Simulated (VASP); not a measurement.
Set up this calculation in VASP 6.6.1, as the native input.

* Task: single point
* Functional: PBE
* Potentials or basis: VASP PAW PBE potentials, release 64 (Pb_d, F)
* Cutoff: 520 eV
* k mesh: 8 × 8 × 8
* Occupations: gaussian, width 0.01 eV
* Spin: no spin polarisation
* Dipole correction: no
* Further INCAR settings: ALGO = Normal; EDIFF = 1e-06; NBANDS = 21

The structure of PbF2 lies in POSCAR:

```
PbF2
1.0
    0.0000000000      2.9604388870      2.9604388870
    2.9604388870      0.0000000000      2.9604388870
    2.9604388870      2.9604388870      0.0000000000
Pb F
1 2
Direct
    0.0000000000      0.0000000000      0.0000000000
    0.2500000000      0.2500000000      0.2500000000
    0.7500000000      0.7500000000      0.7500000000
```

These files were run (other wordings do the same):

INCAR

```
ALGO = Normal
EDIFF = 1E-6
ENCUT = 520
GGA = PE
ISIF = 2
ISMEAR = 0
LASPH = T
LCHARG = F
LREAL = F
LWAVE = F
NBANDS = 21
NELM = 60
PREC = Accurate
SIGMA = 0.01
```

KPOINTS

```
k-points
0
Gamma
  8 8 8
```

Potentials or basis: VASP PAW PBE potentials, release 64 (Pb_d, F).

Command:

```sh
$ cat potpaw_PBE.64/Pb_d/POTCAR potpaw_PBE.64/F/POTCAR > POTCAR
$ mpirun -np 1 vasp_std > vasp.out
```

It gave:

```
Pressure               : 2.7 GPa
Band gap on the k mesh : 4.42 eV, indirect (least direct gap 4.56 eV)
```

Caveat: spin-orbit coupling is left out, which moves the levels of the heavy elements.

Run time: 12 s on 1 thread of Intel(R) Xeon(R) 6975P-C (Granite Rapids), with other jobs on the host, peak memory 0.18 GiB.
